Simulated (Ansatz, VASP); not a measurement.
**LiF: VASP beside Ansatz**

```xyz
2
Lattice="0.0000 1.9866 1.9866 1.9866 0.0000 1.9866 1.9866 1.9866 0.0000" Properties=species:S:1:pos:R:3 pbc="T T T"
Li    0.0000    0.0000    0.0000
F     1.9866    1.9866    1.9866
```

Alike in both runs: functional r2SCAN; dispersion rVV10; k mesh 10 × 10 × 10; occupations gaussian, width 0.02 eV; no spin polarisation.

Ansatz relaxed the structure, and its values are those at the end. VASP's run is a single point on that final structure, the one shown.

|  | VASP | Ansatz |
| --- | --- | --- |
| version | VASP 6.6.1 | Ansatz 0.2.0 |
| potentials or method | VASP PAW PBE potentials, release 64 (Li_sv, F), cutoff 830 eV | scalar-relativistic, plane waves, PAW |
| valence electrons in the cell | 10 | 10 |

```csv
,VASP,Ansatz,Ansatz less VASP
gap on the k mesh at the Fermi level (eV),10.60,10.39,-0.211
least direct gap on the mesh (eV),10.60,10.39,-0.211
pressure (GPa),-0.4,0.0,+0.45
```

VASP's potentials were made for PBE, not for r2SCAN.
